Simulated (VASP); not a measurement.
A run of VASP 6.6.1 is set up as follows.

The input INCAR:

```
PREC     = Accurate       # precision mode
ENCUT    = 520            # plane-wave cutoff, eV
EDIFF    = 1E-6           # SCF threshold, eV
ISMEAR   = -1             # smearing method
SIGMA    = 0.02           # smearing width, eV
LREAL    = Auto         
LASPH    = T              # aspherical terms in the spheres
NELM     = 60             # most SCF steps
ALGO     = Normal         # electronic algorithm
ISIF     = 2              # what is computed and relaxed
LWAVE    = F              # write WAVECAR
LCHARG   = F              # write CHGCAR
GGA      = PE             # functional
NBANDS   = 52             # bands
```

The input KPOINTS:

```
Automatic mesh
0
Gamma
  2 2 2
```

File POSCAR:

```
TiSi16
1.0
    0.0000000000      5.4300000000      5.4300000000
    5.4300000000      0.0000000000      5.4300000000
    5.4300000000      5.4300000000      0.0000000000
Si Ti
16 1
Direct
   -0.0057997381     -0.0031123231     -0.0025462085
    0.1265165215      0.1184036034      0.1169100812
    0.0001603050     -0.0143816264      0.4996569196
    0.1250919526      0.1181249935      0.6242820605
    0.0028769675      0.4999619318     -0.0172255526
    0.1265267116      0.6235287755      0.1169434192
    0.0003091374      0.5002304295      0.4995587546
    0.1188722562      0.6234650894      0.6199907567
    0.4991705520     -0.0030425681     -0.0010651800
    0.6237108023      0.1196156959      0.1224692309
    0.4981755027     -0.0030070267      0.4931095554
    0.6169434205      0.1187119366      0.6260438267
    0.4993020529      0.4903304363     -0.0012906713
    0.6190013916      0.6234639925      0.1194683424
    0.4819822074      0.5000774754      0.5026909382
    0.6170239139      0.6235289201      0.6257278642
    0.8705190429      0.3720756644      0.3706150627
```

Potentials or basis: VASP PAW PBE potentials, release 64 (Si, Ti_sv).

Launch:

```sh
$ cat potpaw_PBE.64/Si/POTCAR potpaw_PBE.64/Ti_sv/POTCAR > POTCAR
$ mpirun -np 1 vasp_std > vasp.out
```

Predict the pressure.

4.0 GPa.

Estimate the largest force.

0.018 eV/Å.

Estimate the band gap on the k mesh.

zero (band 38 reaches 6.96 eV, above the bottom of band 39 at 6.55 eV).

Stress tensor (GPa, compression positive):
```
 4.00 -0.01 -0.07
-0.01  4.06  0.01
-0.07  0.01  3.99
```

Caveat: the k points lie up to 0.50 Å⁻¹ apart.
